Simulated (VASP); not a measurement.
KBr, 4 atoms in the cell. The typed cell holds 4 atoms: a = 5.619 Å, b = 5.619 Å, c = 6.554 Å, α = 90.00°, β = 90.00°, γ = 120.00°. 

- Program: VASP 6.6.1
- Task: single point
- Functional: r2SCAN
- Potentials or basis: VASP PAW PBE potentials, release 64 (K_sv, Br)
- Cutoff: 520 eV
- k mesh: 6 × 6 × 2
- Occupations: fermi-dirac, width 0.086 eV
- Spin: no spin polarisation
- Dipole correction: no
- Further INCAR settings: ALGO = Normal; EDIFF = 1e-06; NBANDS = 24

Potentials or basis: VASP PAW PBE potentials, release 64 (K_sv, Br).

Launch:

```sh
$ cat potpaw_PBE.64/K_sv/POTCAR potpaw_PBE.64/Br/POTCAR > POTCAR
$ cp INCAR.step1 INCAR
$ mpirun -np 1 vasp_std > vasp.out
$ cp INCAR.step2 INCAR
$ mpirun -np 1 vasp_std > vasp.out
```

Hardware: 1 thread of Intel Xeon 6975P-C (shared host).

**Question.** Estimate the wall time of this run.

**Answer.** Run time: 11 min on 1 thread of Intel Xeon 6975P-C, on a shared host, peak memory 0.4 GiB. Counts: k points 40.
